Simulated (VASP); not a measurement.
CoO: single point with PBE+U

Crystal: CoO.

```
Co O
1.0
     1.55407    0.89724    2.51869
    -1.55407    0.89724    2.51869
     0.00000   -1.79448    2.51869
Co O
1 1
Direct
  0.00000 0.00000 0.00000
  0.50000 0.50000 0.50000
```

* Program: VASP 6.6.1
* Task: single point
* Functional: PBE
* Potentials or basis: VASP PAW PBE potentials, release 64 (Co, O)
* Cutoff: 520 eV
* k mesh: 12 × 12 × 12
* Occupations: gaussian, width 0.02 eV
* Spin: no spin polarisation
* Hubbard terms: Co d U = 3.32 eV

```
Pressure               : -28.1 GPa
Band gap on the k mesh : zero (an odd number of electrons rules out a gap without spin polarisation)
```

Stress tensor (GPa, compression positive):
```
-28.46   0.00   0.00
  0.00 -28.46   0.00
  0.00   0.00 -27.32
```

Levels at points of the mesh, in eV from the Fermi level:
```csv
k point,band 4,band 5,band 6,band 7,band 8,band 9,band 10,band 11
"(0.00, 0.00, 0.00)",-3.01,-2.81,-2.81,-2.79,-0.73,-0.73,0.82,16.66
"(0.50, 0.00, 0.00)",-4.83,-2.02,-1.99,-1.67,1.43,1.45,5.09,8.68
"(0.50, 0.50, 0.00)",-4.06,-3.57,-1.90,-1.89,-0.37,-0.08,5.85,9.32
"(0.50, 0.50, 0.50)",-4.89,-2.00,-2.00,-1.65,1.45,1.45,5.04,8.78
```

Eigenvalues of the final occupation matrices:
```
    site  spin  trace               eigenvalues
site 1 d     1   3.65  0.39 0.39 0.96 0.96 0.96
site 1 d     2   3.65  0.39 0.39 0.96 0.96 0.96
```

It took 100 s on 1 thread of Intel Xeon 8259CL (shared host), peak memory 0.18 GiB.

Caveat: the cell stands under tension; an odd number of electrons without spin polarisation forces a metal; a magnetic or distorted state may lie lower; the run has no spin polarisation, though such a crystal can be magnetic; U without spin polarisation on a metal has little footing. Spin polarisation is off, so any magnetic state and its effect on volume and gap are missing.
